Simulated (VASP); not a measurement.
Input of a VASP 6.6.1 run:

File INCAR:

```
ALGO     = Normal         # electronic algorithm
DIPOL    = 0.5 0.5 0.500
EDIFF    = 1E-6           # SCF threshold, eV
ENCUT    = 520            # plane-wave cutoff, eV
GGA      = PE             # functional
IDIPOL   = 3            
ISIF     = 2              # what is computed and relaxed
ISMEAR   = 0              # smearing method
LASPH    = T              # aspherical terms in the spheres
LCHARG   = T              # write CHGCAR
LDIPOL   = T            
LELF     = T              # ELF
LREAL    = F              # projectors in reciprocal space
LVACPOTAV= T            
LVHAR    = T            
LWAVE    = F              # write WAVECAR
NBANDS   = 10             # bands
NELM     = 60             # most SCF steps
PREC     = Accurate       # precision mode
SIGMA    = 0.1            # smearing width, eV
```

Contents of KPOINTS:

```
k-points
0
Gamma
  6 6 1
```

Contents of POSCAR:

```
B
1.0
    2.9128100000      0.0000000000      0.0000000000
   -1.4564050000      2.5225670000      0.0000000000
    0.0000000000      0.0000000000     15.0000000000
B
2
Direct
    0.6666666700      0.3333333300      0.5029185100
    0.3333333300      0.6666666700      0.4970814900
```

Potentials or basis: VASP PAW PBE potentials, release 64 (B).

The run is started by

```sh
$ cat potpaw_PBE.64/B/POTCAR > POTCAR
$ mpirun -np 1 vasp_std > vasp.out
```

Question: What does it give for the largest force?

Answer: 0.461 eV/Å.

Question: Estimate the band gap on the k mesh.

Answer: Zero (band 3 reaches -2.28 eV, above the bottom of band 4 at -4.91 eV).

Forces on the atoms (eV/Å):
```
B    0.000  0.000 -0.461
B    0.000  0.000  0.461
```

Caveat: the k points lie up to 0.42 Å⁻¹ apart.
